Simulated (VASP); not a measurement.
# P in VASP: further runs

Runs on P. Level: PBE+D3(BJ). Tasks: single point.

Everything below comes from runs of VASP 6.6.1. Logs are shortened: lines on timing, memory, paths and dates and some standing lists are left out, and cuts for length are marked.

## 1. The cell of the first run

The cell holds a slab with vacuum, 2 atoms: a = 3.387 Å, b = 3.387 Å, c = 28.000 Å, α = 90.00°, β = 90.00°, γ = 120.00°.

## 2. Single point, PBE+D3(BJ)

INCAR reads:

```
PREC = Accurate
ENCUT = 520
EDIFF = 1E-6
ISMEAR = 0
SIGMA = 0.02
LREAL = F
LASPH = T
NELM = 80
ALGO = Normal
ISIF = 2
LWAVE = F
LCHARG = F
LDIPOL = T
IDIPOL = 3
DIPOL = 0.5 0.5 0.500
GGA = PE
IVDW = 12
NBANDS = 12
```

KPOINTS reads:

```
regular mesh
0
Gamma
  9 9 1
```

POSCAR reads:

```
P
1.0
    3.3870000000      0.0000000000      0.0000000000
   -1.6935000000      2.9332280426      0.0000000000
    0.0000000000      0.0000000000     28.0000000000
P
2
Direct
    0.3333333333      0.6666666667      0.5238214286
    0.6666666667      0.3333333333      0.4761785714
```

Potentials or basis: VASP PAW PBE potentials, release 64 (P).

Command:

```console
> cat potpaw_PBE.64/P/POTCAR > POTCAR
> mpirun -np 1 vasp_std > vasp.out
```

OUTCAR:

```text
PREC = Accurate
   ENCUT = 520
   EDIFF = 1E-6
   ISMEAR = 0
   LREAL = F
   LASPH = T
   NELM = 80
   ISIF = 2
   GGA = PE
   IVDW = 12
 IVDW          = 12

 ion  position               nearest neighbor table
   1  0.333  0.667  0.524-   2 2.37   2 2.37   2 2.37
   2  0.667  0.333  0.476-   1 2.37   1 2.37   1 2.37

  LATTYP: Found a hexagonal cell.
 ALAT       =     3.3870000000
 C/A-ratio  =     8.2669028639

  Lattice vectors:

 A1 = (   3.3870000000,   0.0000000000,   0.0000000000)
 A2 = (  -1.6935000000,   2.9332280426,   0.0000000000)
 A3 = (   0.0000000000,   0.0000000000,  28.0000000000)

Analysis of symmetry for initial positions (statically):
=====================================================================
 Subroutine PRICEL returns:
 Original cell was already a primitive cell.

 Routine SETGRP: Setting up the symmetry group for a
 hexagonal supercell.

 Subroutine GETGRP returns: Found 12 space group operations
 (whereof 12 operations were pure point group operations)
 out of a pool of 24 trial point group operations.

The static configuration has the point symmetry D_3d.

Analysis of symmetry for dynamics (positions and initial velocities):
=====================================================================
 Subroutine PRICEL returns:
 Original cell was already a primitive cell.

 Routine SETGRP: Setting up the symmetry group for a
 hexagonal supercell.

 Subroutine GETGRP returns: Found 12 space group operations
 (whereof 12 operations were pure point group operations)
 out of a pool of 24 trial point group operations.

The dynamic configuration has the point symmetry D_3d.

 Subroutine INISYM returns: Found 12 space group operations
 (whereof 12 operations are pure point group operations),
 and found     1 'primitive' translations

----------------------------------------------------------------------------------------

                                     Primitive cell

  volume of cell :     278.1756

  direct lattice vectors                    reciprocal lattice vectors
     3.387000000  0.000000000  0.000000000     0.295246531  0.170460664  0.000000000
    -1.693500000  2.933228043  0.000000000     0.000000000  0.340921328  0.000000000
     0.000000000  0.000000000 28.000000000     0.000000000  0.000000000  0.035714286

  length of vectors
     3.387000000  3.387000000 28.000000000     0.340921328  0.340921328  0.035714286

  position of ions in fractional coordinates (direct lattice)
     0.333333333  0.666666667  0.523821429
     0.666666667  0.333333333  0.476178571

  ion indices of the primitive-cell ions
[... 78 lines left out ...]
   EFERMI_NEDOS =   21; number of points for ismear=-14 and -15
   IALGO  =     38    algorithm
   IMIX   =      4    mixing-type and parameters
     AMIX     =   0.40;   BMIX     =  1.00
     AMIX_MAG =   1.60;   BMIX_MAG =  1.00
  volume/ion in A,a.u.               =     139.09       938.61
  Fermi-wavevector in a.u.,A,eV,Ry     =   0.540300  1.021019  3.971872  0.291924
  Thomas-Fermi vector in A             =   1.567370
   LORBIT       =      0    0 simple, 1 ext, 2 COOP (PROOUT), +10 PAW based schemes
   GGA     = PE    functional components
   LHFCALC =     F    Hartree Fock is set to
   AEXX    =    0.0000 exact exchange contribution
   IVDW    =    12    specifies the selected vdW correction
   LEPSILON=     F    determine dielectric tensor
   LRPA    =     F    only Hartree local field effects (RPA)
 non-spin polarized calculation
 Gauss-broadening in eV      SIGMA  =   0.02
  energy-cutoff  :      520.00
  volume of cell :      278.18
 maximum number of plane-waves:      7545
 NGX is ok and might be reduce to    28
   NGX = 13   NGY = 13   NGZ =105

 number of electron      10.0000000 magnetization

 dipolmoment           0.000000      0.000000     -0.000000 electrons x Angstroem

 Free energy of the ion-electron system (eV)
  ---------------------------------------------------
  ext. energy  EPLUGINS =         0.00000000
  ---------------------------------------------------
  free energy    TOTEN  =       -10.57822332 eV

  energy without entropy =      -10.57822332  energy(sigma->0) =      -10.57822332

 E-fermi :  -4.1890     XC(G=0):  -1.8648

 val. band max:       -4.3334893588   @ k =   0.0000   0.0000   0.0000
 cond. band min:      -2.5247386820   @ k =   0.3333   0.0000   0.0000
 fundamental gap:      1.8087506768
 Fermi energy:        -4.1889913002

 k-point     1 :       0.0000    0.0000    0.0000
  band No.  band energies     occupation
      1     -17.6252      2.00000
      2     -10.8680      2.00000
      3      -4.9339      2.00000
      4      -4.3335      2.00000
      5      -4.3335      2.00000
      6      -1.1636      0.00000
      7      -0.7141      0.00000
      8      -0.7141      0.00000
      9       0.8692      0.00000
     10       1.2861      0.00000
     11       1.6625      0.00000
     12       1.8748      0.00000
[... 151 lines left out ...]
 k-point    12 :       0.3333    0.3333    0.0000
  band No.  band energies     occupation
      1     -13.6033      2.00000
      2     -13.6033      2.00000
      3      -9.0129      2.00000
      4      -6.2055      2.00000
      5      -6.2055      2.00000
      6      -2.3713      0.00000
      7       0.5083      0.00000
      8       0.5083      0.00000
      9       3.8366      0.00000
     10       5.0333      0.00000
     11       5.0333      0.00000
     12       5.4503      0.00000

------------------------ aborting loop because EDIFF is reached ----------------------------------------

 vacuum level on the upper side and lower side of the slab       (xc-potential included)        -0.007        -0.007

 Edisp (eV)   -0.39101

 E8    (eV) :    -0.1599

  FORCE on cell =-STRESS in cart. coord.  units (eV):
  Direction    XX          YY          ZZ          XY          YZ          ZX
  --------------------------------------------------------------------------------------
  -------------------------------------------------------------------------------------
  Total      -2.35663    -2.35663    -2.27791     0.00000     0.00000     0.00000
  in kB     -13.57321   -13.57321   -13.11983     0.00000     0.00000     0.00000
  external pressure =      -13.42 kB  Pullay stress =        0.00 kB

 VOLUME and BASIS-vectors are now :
 -----------------------------------------------------------------------------
  energy-cutoff  :      520.00
  volume of cell :      278.18
      direct lattice vectors                 reciprocal lattice vectors
     3.387000000  0.000000000  0.000000000     0.295246531  0.170460664  0.000000000
    -1.693500000  2.933228043  0.000000000     0.000000000  0.340921328  0.000000000
     0.000000000  0.000000000 28.000000000     0.000000000  0.000000000  0.035714286

 POSITION                                       TOTAL-FORCE (eV/Angst)
 -----------------------------------------------------------------------------------
     -0.00000      1.95549     14.66700        -0.000000     -0.000000     -1.701935
      1.69350      0.97774     13.33300         0.000000      0.000000      1.701935
 -----------------------------------------------------------------------------------
    total drift:                               -0.000000     -0.000000      0.000000

  FREE ENERGIE OF THE ION-ELECTRON SYSTEM (eV)
  ---------------------------------------------------
  free  energy   TOTEN  =       -10.9692326191 eV

  energy  without entropy=      -10.9692326191  energy(sigma->0) =      -10.96923262

 vacuum level on the upper side and lower side of the slab         1.537         1.537
```

stdout:

```text
POSCAR found type information on POSCAR P
 POSCAR found :  1 types and       2 ions
 scaLAPACK will be used
 LDA part: xc-table for (Slater+PW92), standard interpolation
 POSCAR, INCAR and KPOINTS ok, starting setup
 FFT: planning ... GRIDC
 FFT: planning ... GRID_SOFT
 FFT: planning ... GRID
 WAVECAR not read
 entering main loop
```

It took 77 s on 1 thread of Intel Xeon Platinum 8259CL at 2.50GHz (Skylake/Cascade Lake), shared host; peak memory 0.38 GiB.

What came out:

- Free energy: -10.9692 eV
- Largest force: 1.702 eV/Å
- Band gap on the k mesh: 1.81 eV, indirect (least direct gap 2.39 eV)
- Dispersion energy per atom: -0.196 eV

Forces in eV/Å, atoms in the order of the input:
```
P    0.000  0.000 -1.702
P    0.000  0.000  1.702
```

## 3. Single point, PBE+D3(BJ)

INCAR reads:

```
SYSTEM = P
ALGO = Normal ; DIPOL = 0.5 0.5 0.500
EDIFF = 1E-6 ; ENCUT = 520
GGA = PE ; IDIPOL = 3
ISIF = 2 ; ISMEAR = 0
IVDW = 12 ; LASPH = .TRUE.
LCHARG = .TRUE. ; LDIPOL = .TRUE.
LELF = .TRUE. ; LREAL = .FALSE.
LVACPOTAV = .TRUE. ; LVHAR = .TRUE.
LWAVE = .FALSE. ; NBANDS = 12
NELM = 80 ; PREC = Accurate
SIGMA = 0.02
```

KPOINTS reads:

```
k-points
0
G
  9 9 1
  0 0 0
```

POSCAR reads:

```
P
1.0
    3.3870000000      0.0000000000      0.0000000000
   -1.6935000000      2.9332280426      0.0000000000
    0.0000000000      0.0000000000     28.0000000000
P
2
Direct
    0.3333333333      0.6666666667      0.5333571429
    0.6666666667      0.3333333333      0.4666428571
```

Potentials or basis: VASP PAW PBE potentials, release 64 (P).

Command:

```console
> cat potpaw_PBE.64/P/POTCAR > POTCAR
> mpirun -np 1 vasp_std > vasp.out
```

OUTCAR:

```text
SYSTEM = P
   EDIFF = 1E-6
   ENCUT = 520
   GGA = PE
   ISIF = 2
   ISMEAR = 0
   IVDW = 12
   LASPH = .TRUE.
   LREAL = .FALSE.
   NELM = 80
   PREC = Accurate
 IVDW          = 12

 ion  position               nearest neighbor table
   1  0.333  0.667  0.533-   2 2.70   2 2.70   2 2.70
   2  0.667  0.333  0.467-   1 2.70   1 2.70   1 2.70

  LATTYP: Found a hexagonal cell.
 ALAT       =     3.3870000000
 C/A-ratio  =     8.2669028639

  Lattice vectors:

 A1 = (   3.3870000000,   0.0000000000,   0.0000000000)
 A2 = (  -1.6935000000,   2.9332280426,   0.0000000000)
 A3 = (   0.0000000000,   0.0000000000,  28.0000000000)

Analysis of symmetry for initial positions (statically):
=====================================================================
 Subroutine PRICEL returns:
 Original cell was already a primitive cell.

 Routine SETGRP: Setting up the symmetry group for a
 hexagonal supercell.

 Subroutine GETGRP returns: Found 12 space group operations
 (whereof 12 operations were pure point group operations)
 out of a pool of 24 trial point group operations.

The static configuration has the point symmetry D_3d.

Analysis of symmetry for dynamics (positions and initial velocities):
=====================================================================
 Subroutine PRICEL returns:
 Original cell was already a primitive cell.

 Routine SETGRP: Setting up the symmetry group for a
 hexagonal supercell.

 Subroutine GETGRP returns: Found 12 space group operations
 (whereof 12 operations were pure point group operations)
 out of a pool of 24 trial point group operations.

The dynamic configuration has the point symmetry D_3d.

 Subroutine INISYM returns: Found 12 space group operations
 (whereof 12 operations are pure point group operations),
 and found     1 'primitive' translations

----------------------------------------------------------------------------------------

                                     Primitive cell

  volume of cell :     278.1756

  direct lattice vectors                    reciprocal lattice vectors
     3.387000000  0.000000000  0.000000000     0.295246531  0.170460664  0.000000000
    -1.693500000  2.933228043  0.000000000     0.000000000  0.340921328  0.000000000
     0.000000000  0.000000000 28.000000000     0.000000000  0.000000000  0.035714286

  length of vectors
     3.387000000  3.387000000 28.000000000     0.340921328  0.340921328  0.035714286

  position of ions in fractional coordinates (direct lattice)
     0.333333333  0.666666667  0.533357143
     0.666666667  0.333333333  0.466642857

  ion indices of the primitive-cell ions
   primitive index   ion index
                 1           1
                 2           2

----------------------------------------------------------------------------------------

 KPOINTS: k-points

Automatic generation of k-mesh.
 Grid dimensions read from file:
 generate k-points for:    9    9    1

 Generating k-lattice:

  Cartesian coordinates                     Fractional coordinates (reciprocal lattice)
     0.032805170  0.018940074  0.000000000     0.111111111 -0.000000000  0.000000000
     0.000000000  0.037880148  0.000000000     0.000000000  0.111111111  0.000000000
     0.000000000  0.000000000  0.035714286     0.000000000  0.000000000  1.000000000

  Length of vectors
     0.037880148  0.037880148  0.035714286

  Shift w.r.t. Gamma in fractional coordinates (k-lattice)
     0.000000000  0.000000000  0.000000000

[... 27 lines left out ...]
 SYSTEM =  P
   PREC   = accura    normal or accurate (medium, high low for compatibility)
   ISTART =      0    job   : 0-new  1-cont  2-samecut
   ICHARG =      2    charge: 1-file 2-atom 10-const
   ISPIN  =      1    spin polarized calculation?
   LNONCOLLINEAR =      F non collinear calculations
   LSORBIT =      F    spin-orbit coupling
   LASPH  =      T    aspherical Exc in radial PAW
   ENCUT  =  520.0 eV  38.22 Ry    6.18 a.u.   6.30  6.30 52.06*2*pi/ulx,y,z
   NELM   =     80;   NELMIN=  2; NELMDL= -5     # of ELM steps
   EDIFF  = 0.1E-05   stopping-criterion for ELM
   LREAL  =      F    real-space projection
   EDIFFG = 0.1E-04   stopping-criterion for IOM
   NSW    =      0    number of steps for IOM
   IBRION =     -1    ionic relax: 0-MD 1-quasi-New 2-CG
   NFREE  =      0    steps in history (QN), initial steepest desc. (CG)
   ISIF   =      2    stress and relaxation
   ISYM   =      2    0-nonsym 1-usesym 2-fastsym
   POTIM  = 0.5000    time-step for ionic-motion
   TEBEG  =    0.0;   TEEND  =   0.0 temperature during run
   PSTRESS=    0.0 pullay stress
   NELECT =      10.0000    total number of electrons
   NUPDOWN=      -1.0000    fix difference up-down
   EMIN   =  10.00;   EMAX   =-10.00  energy-range for DOS
   EFERMI =   0.00;   METHOD = LEGACY
   ISMEAR =     0;   SIGMA  =   0.02  broadening in eV -4-tet -1-fermi 0-gaus
   EFERMI_NEDOS =   21; number of points for ismear=-14 and -15
   IALGO  =     38    algorithm
   IMIX   =      4    mixing-type and parameters
     AMIX     =   0.40;   BMIX     =  1.00
     AMIX_MAG =   1.60;   BMIX_MAG =  1.00
  volume/ion in A,a.u.               =     139.09       938.61
  Fermi-wavevector in a.u.,A,eV,Ry     =   0.540300  1.021019  3.971872  0.291924
  Thomas-Fermi vector in A             =   1.567370
   LORBIT       =      0    0 simple, 1 ext, 2 COOP (PROOUT), +10 PAW based schemes
   GGA     = PE    functional components
   LHFCALC =     F    Hartree Fock is set to
   AEXX    =    0.0000 exact exchange contribution
   IVDW    =    12    specifies the selected vdW correction
   LEPSILON=     F    determine dielectric tensor
   LRPA    =     F    only Hartree local field effects (RPA)
 non-spin polarized calculation
 Gauss-broadening in eV      SIGMA  =   0.02
  energy-cutoff  :      520.00
  volume of cell :      278.18
 maximum number of plane-waves:      7545
 NGX is ok and might be reduce to    28
   NGX = 13   NGY = 13   NGZ =105

 dipolmoment           0.000000      0.000000      0.000000 electrons x Angstroem

 number of electron      10.0000000 magnetization

 dipolmoment           0.000000      0.000000     -0.000000 electrons x Angstroem

 Free energy of the ion-electron system (eV)
  ---------------------------------------------------
  ext. energy  EPLUGINS =         0.00000000
  ---------------------------------------------------
  free energy    TOTEN  =        -8.51475191 eV

  energy without entropy =       -8.51474976  energy(sigma->0) =       -8.51475084

 E-fermi :  -2.9102     XC(G=0):  -1.9935

 val. band max:       -2.9618756923   @ k =   0.3333   0.0000   0.0000
 cond. band min:      -2.8560324860   @ k =   0.3333   0.2222   0.0000
 fundamental gap:      0.1058432063
 Fermi energy:        -2.9101854334

 k-point     1 :       0.0000    0.0000    0.0000
  band No.  band energies     occupation
      1     -15.5458      2.00000
      2     -11.7915      2.00000
      3      -5.7133      2.00000
      4      -2.1126      0.00000
      5      -2.1126      0.00000
      6      -1.0742      0.00000
      7      -0.2741      0.00000
      8      -0.2741      0.00000
      9       1.1473      0.00000
     10       1.3682      0.00000
     11       1.5835      0.00000
     12       1.9927      0.00000
[... 151 lines left out ...]
 k-point    12 :       0.3333    0.3333    0.0000
  band No.  band energies     occupation
      1     -12.0621      2.00000
      2     -12.0621      2.00000
      3      -6.8997      2.00000
      4      -5.9314      2.00000
      5      -5.9314      2.00000
      6      -3.3137      2.00000
      7      -1.1464      0.00000
      8      -1.1464      0.00000
      9       3.7595      0.00000
     10       5.6244      0.00000
     11       5.6244      0.00000
     12       6.2454      0.00000

------------------------ aborting loop because EDIFF is reached ----------------------------------------

 Edisp (eV)   -0.37400

 E8    (eV) :    -0.1528

  FORCE on cell =-STRESS in cart. coord.  units (eV):
  Direction    XX          YY          ZZ          XY          YZ          ZX
  --------------------------------------------------------------------------------------
  -------------------------------------------------------------------------------------
  Total      -2.87675    -2.87675    -8.62307    -0.00000     0.00000     0.00000
  in kB     -16.56891   -16.56891   -49.66532    -0.00000     0.00000     0.00000
  external pressure =      -27.60 kB  Pullay stress =        0.00 kB

 VOLUME and BASIS-vectors are now :
 -----------------------------------------------------------------------------
  energy-cutoff  :      520.00
  volume of cell :      278.18
      direct lattice vectors                 reciprocal lattice vectors
     3.387000000  0.000000000  0.000000000     0.295246531  0.170460664  0.000000000
    -1.693500000  2.933228043  0.000000000     0.000000000  0.340921328  0.000000000
     0.000000000  0.000000000 28.000000000     0.000000000  0.000000000  0.035714286

 POSITION                                       TOTAL-FORCE (eV/Angst)
 -----------------------------------------------------------------------------------
     -0.00000      1.95549     14.93400         0.000000      0.000000     -4.612507
      1.69350      0.97774     13.06600        -0.000000     -0.000000      4.612507
 -----------------------------------------------------------------------------------
    total drift:                               -0.000000     -0.000000      0.000000

  FREE ENERGIE OF THE ION-ELECTRON SYSTEM (eV)
  ---------------------------------------------------
  free  energy   TOTEN  =        -8.8887474272 eV

  energy  without entropy=       -8.8887452828  energy(sigma->0) =       -8.88874636

 vacuum level on the upper side and lower side of the slab         1.473         1.473
```

stdout:

```text
POSCAR found type information on POSCAR P
 POSCAR found :  1 types and       2 ions
 scaLAPACK will be used
 LDA part: xc-table for (Slater+PW92), standard interpolation
 POSCAR, INCAR and KPOINTS ok, starting setup
 FFT: planning ... GRIDC
 FFT: planning ... GRID_SOFT
 FFT: planning ... GRID
 WAVECAR not read
 entering main loop
 -----------------------------------------------------------------------------
|                                                                             |
|           W    W    AA    RRRRR   N    N  II  N    N   GGGG   !!!           |
|           W    W   A  A   R    R  NN   N  II  NN   N  G    G  !!!           |
|           W    W  A    A  R    R  N N  N  II  N N  N  G       !!!           |
|           W WW W  AAAAAA  RRRRR   N  N N  II  N  N N  G  GGG   !            |
|           WW  WW  A    A  R   R   N   NN  II  N   NN  G    G                |
|           W    W  A    A  R    R  N    N  II  N    N   GGGG   !!!           |
|                                                                             |
|     Did not find any points to average over, which means that no vacuum     |
|     field-free region was found. Please increase the size of  your cell     |
|     in the dimension of the dipole correction to obtain accurate            |
|     workfunction values.                                                    |
|                                                                             |
 -----------------------------------------------------------------------------
```

It took 75 s on 1 thread of Intel Xeon Platinum 8259CL at 2.50GHz (Skylake/Cascade Lake), shared host; peak memory 0.39 GiB.

Results:

```
Free energy                : -8.8887 eV
Largest force              : 4.613 eV/Å
Band gap on the k mesh     : zero (band 5 reaches -2.11 eV, above the bottom of band 6 at -3.31 eV)
Dispersion energy per atom : -0.187 eV
```

Forces on the atoms (eV/Å):
```
P    0.000  0.000 -4.613
P    0.000  0.000  4.613
```
